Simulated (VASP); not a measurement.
Wanted: the native input for a VASP 6.6.1 run.

```yaml
Task: single point
Functional: PBEsol
Potentials_or_basis: VASP PAW PBE potentials, release 64 (Ti_sv, Al)
Cutoff: 520 eV
k_mesh: 8 × 8 × 8
Occupations: fermi-dirac, width 0.05 eV
Spin: no spin polarisation
Dipole_correction: no
Further_INCAR_settings: ALGO = Normal; EDIFF = 1e-06; NBANDS = 14
```

The structure of TiAl lies in POSCAR:

```
TiAl
1.0
    3.1141669331      0.0000000000      0.0000000000
    0.0000000000      3.1141669331      0.0000000000
    0.0000000000      0.0000000000      3.1141669331
Ti Al
1 1
Direct
    0.0000000000      0.0000000000      0.0000000000
    0.5000000000      0.5000000000      0.5000000000
```

This cell differs from its parent crystal: volume scaled by 0.94.

These files were run (other wordings do the same):

INCAR

```
SYSTEM = TiAl
  PREC = Accurate
  ENCUT = 520
  EDIFF = 1E-6
  ISMEAR = -1
  SIGMA = 0.05
  LREAL = .FALSE.
  LASPH = .TRUE.
  NELM = 60
  ALGO = Normal
  ISIF = 2
  LWAVE = .FALSE.
  LCHARG = .TRUE.
  GGA = PS
  LELF = .TRUE.
  LVHAR = .TRUE.
  NBANDS = 14
```

KPOINTS

```
Automatic mesh
0
G
  8 8 8
  0 0 0
```

Potentials or basis: VASP PAW PBE potentials, release 64 (Ti_sv, Al).

The run is started by

```sh
$ cat potpaw_PBE.64/Ti_sv/POTCAR potpaw_PBE.64/Al/POTCAR > POTCAR
$ mpirun -np 1 vasp_std > vasp.out
```

It gave:

* Pressure: 5.3 GPa

Caveat: the PAW data sets were made with another functional, which shifts forces and pressure a little.

It took 4.3 s on 1 thread of Intel(R) Xeon(R) 6975P-C (Granite Rapids), on a shared host, peak memory 0.14 GiB.
